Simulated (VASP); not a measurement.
A run of VASP 6.6.1 is set up as follows.

Contents of INCAR:

```
SYSTEM = PtSe2
PREC = Accurate
ENCUT = 520
EDIFF = 1E-8
ISMEAR = 0
SIGMA = 0.01
LREAL = .FALSE.
LASPH = .TRUE.
NELM = 100
ALGO = Normal
ISIF = 2
LWAVE = .FALSE.
LCHARG = .FALSE.
IBRION = 8
NSW = 1
LEPSILON = .TRUE.
```

KPOINTS

```
Automatic mesh
0
G
  12 12 1
  0 0 0
```

File POSCAR:

```
PtSe2
1.0
    3.7300000000      0.0000000000      0.0000000000
   -1.8650000000      3.2302747561      0.0000000000
    0.0000000000      0.0000000000     20.0000000000
Pt Se
1 2
Direct
    0.0000000000      0.0000000000      0.5000000000
    0.3333333333      0.6666666667      0.5628939299
    0.6666666667      0.3333333333      0.4371060701
```

Potentials or basis: VASP PAW LDA potentials, release 64 (Pt, Se).

Command:

```console
$ cat potpaw_LDA.64/Pt/POTCAR potpaw_LDA.64/Se/POTCAR > POTCAR
$ mpirun -np 1 vasp_std > vasp.out
```

(1) Estimate the electronic dielectric tensor (diagonal).

(2) Estimate the Born charges (mean of the diagonal).

(3) Estimate the highest phonon frequency at Γ, LO-TO splitting left out.

Answers

(1) 6.13, 6.13, 1.32.

(2) Pt +1.50; Se -0.75 e.

(3) 233 cm⁻¹.

Caveat: there is no dipole correction, which matters where the two faces differ.
